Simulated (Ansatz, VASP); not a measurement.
**Two plane-wave programs on SrCl2**

```
CELL_PARAMETERS angstrom
0.00000 3.63320 3.40758
3.63320 0.00000 3.40758
3.63320 3.63320 0.00000
ATOMIC_POSITIONS crystal
Sr 0.00000 0.00000 0.00000
Cl 0.25000 0.25000 0.25000
Cl 0.75000 0.75000 0.75000
```

Alike in both runs: task single point; functional PBE; k mesh 6 × 6 × 6; occupations gaussian, width 0.05 eV; no spin polarisation.

|  | VASP | Ansatz |
| --- | --- | --- |
| version | VASP 6.6.1 | Ansatz 0.2.0 |
| potentials or method | VASP PAW PBE potentials, release 64 (Sr_sv, Cl), cutoff 520 eV | scalar-relativistic, plane waves, PAW |
| valence electrons in the cell | 24 | 24 |

Ansatz gave:

| Property | Result |
| --- | --- |
| gap on the k mesh at the Fermi level (eV) | 4.77 |
| least direct gap on the mesh (eV) | 5.02 |
| pressure (GPa) | -0.9 |
| traceless stress, the component that is largest in VASP (GPa) | 2.09 |

Q: What did VASP give for the same quantities?

A: gap on the k mesh at the Fermi level (eV): 4.77; least direct gap on the mesh (eV): 5.02; pressure (GPa): -0.9; traceless stress, the component that is largest in VASP (GPa): 2.08.

The functional is the same, so the differences come from potentials, cutoffs and numerics.
